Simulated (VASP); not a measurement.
## AlRu: single point with PBE0

Crystal: AlRu.

```
CELL_PARAMETERS angstrom
2.93053 0.00000 0.00000
0.00000 2.93053 0.00000
0.00000 0.00000 2.93053
ATOMIC_POSITIONS crystal
Ru 0.50000 0.50000 0.50000
Al 0.00000 0.00000 0.00000
```

```json
{
 "Program": "VASP 6.6.1",
 "Task": "single point",
 "Functional": "PBE0",
 "Potentials or basis": "VASP PAW PBE potentials, release 64 (Ru_pv, Al)",
 "Cutoff": "520 eV",
 "k mesh": "4 × 4 × 4",
 "Occupations": "fermi-dirac, width 0.05 eV",
 "Spin": "no spin polarisation",
 "Dipole correction": "no",
 "Grid for exact exchange (PRECFOCK)": "Normal",
 "Further INCAR settings": "ALGO = Normal; EDIFF = 1e-06; NBANDS = 16"
}
```

```yaml
Pressure: 7.1 GPa
```

Levels at points of the mesh, in eV from the Fermi level:
```
           k point  band 5  band 6  band 7  band 8  band 9  band 10  band 11  band 12  band 13  band 14
(0.00, 0.00, 0.00)   -4.83   -4.83   -0.48   -0.48   -0.48     7.64     7.64     7.64    13.10    13.10
(0.50, 0.00, 0.00)   -6.63   -3.85   -2.65   -2.65    0.65     3.84     8.67    12.97    12.97    15.33
(0.50, 0.50, 0.00)   -4.14   -2.10   -2.10   -1.91   -1.91     2.85     7.31     8.24    12.67    16.48
(0.50, 0.50, 0.50)   -6.24   -6.24    2.90    2.90    4.05     5.36     5.36     5.36    10.65    10.65
```

Run time: 4.4 min on 1 thread of AMD EPYC 7R13 Processor (Zen 3), with other jobs on the host, peak memory 0.12 GiB.

Caveat: the k points lie up to 0.54 Å⁻¹ apart; the PAW data sets were made with another functional, which shifts forces and pressure a little.
